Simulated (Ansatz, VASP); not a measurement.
## F: VASP beside Ansatz

```
F
1.0
    -1.32197    1.32197    1.32197
     1.32197   -1.32197    1.32197
     1.32197    1.32197   -1.32197
F
1
Direct
  0.00000 0.00000 0.00000
```

Alike in both runs: task single point; functional PBEsol; k mesh 20 × 20 × 20; occupations fermi-dirac, width 0.1 eV; no spin polarisation.

|  | VASP | Ansatz |
| --- | --- | --- |
| version | VASP 6.6.1 | Ansatz 0.2.0 |
| potentials or method | VASP PAW PBE potentials, release 64 (F), cutoff 520 eV | all-electron LAPW, scalar-relativistic |

```tsv
	VASP	Ansatz	Ansatz less VASP
pressure (GPa)	-0.9	-0.1	+0.85
```

VASP's potentials were made for PBE, not for PBEsol. Ansatz ran all-electron here, and VASP with PAW potentials.
